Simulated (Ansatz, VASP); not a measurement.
Two plane-wave programs on Si

INCAR

```
SYSTEM = Si
ALGO = Fast
EDIFF = 1E-6
ENCUT = 520
ISIF = 2
ISMEAR = 0
LASPH = .TRUE.
LCHARG = .FALSE.
LREAL = .FALSE.
LWAVE = .FALSE.
NBANDS = 16
NELM = 100
PREC = Accurate
SIGMA = 0.15
```

File KPOINTS:

```
k-points
0
G
  14 14 14
  0 0 0
```

File POSCAR:

```
Si
1.0
    0.0496378923      2.6473542551      4.5885893296
    2.4320087322      0.0456001637      4.5885893296
    2.4816466245      2.6929544188      0.0000000000
Si
4
Direct
    0.7297169282      0.2702830718      0.7297169282
    0.2702830718      0.7297169282      0.2702830718
    0.7744251954      0.7744251954      0.2255748046
    0.2255748046      0.2255748046      0.7744251954
```

Input for Ansatz:

```yaml
crystal:
  lattice:
    - [0.0496378923, 2.6473542551, 4.5885893296]
    - [2.4320087322, 0.0456001637, 4.5885893296]
    - [2.4816466245, 2.6929544188, 0.0]
  atoms:
    - { symbol: Si, position: [0.7297169282, 0.2702830718, 0.7297169282] }
    - { symbol: Si, position: [0.2702830718, 0.7297169282, 0.2702830718] }
    - { symbol: Si, position: [0.7744251954, 0.7744251954, 0.2255748046] }
    - { symbol: Si, position: [0.2255748046, 0.2255748046, 0.7744251954] }
basis:
  ecutwfc: 420
kpoints:
  mp_grid: { grid: [14, 14, 14] }
hamiltonian:
  xc: lda
scf:
  occupations: { method: gaussian, width: 0.15 }
output:
  forces: true
  stress: true
  eigenvalues: true
  write_density: true
  write_potential: true
  elf: true
  volumetric_format: npy
```

Change from the starting cell: strain +0.0375 x Voigt [0, 0, 0, 0, 0, 1], atoms carried along.

Alike in both runs: task single point; functional LDA; k mesh 14 × 14 × 14; occupations gaussian, width 0.15 eV; no spin polarisation.

|  | VASP | Ansatz |
| --- | --- | --- |
| version | VASP 6.6.1 | Ansatz 0.2.0 |
| potentials or method | VASP PAW LDA potentials, release 64 (Si), cutoff 520 eV | scalar-relativistic, plane waves, PAW |
| valence electrons in the cell | 16 | 16 |

VASP gave:

```
gap on the k mesh at the Fermi level (eV)                     : none
pressure (GPa)                                                : 0.1
traceless stress, the component that is largest in VASP (GPa) : -3.09
rms of the force components (eV/Å)                            : 0.009
```

Task: Which values does Ansatz return?

Result: gap on the k mesh at the Fermi level (eV): none; pressure (GPa): 0.0; traceless stress, the component that is largest in VASP (GPa): -3.09; rms of the force components (eV/Å): 0.009.

LDA's correlation is that of Perdew and Zunger in VASP and of Perdew and Wang (1992) in Ansatz. Atom by atom the forces differ by 0.000 eV/Å (rms over components). A gap of «none» marks a metal or a gap that the smearing closes.
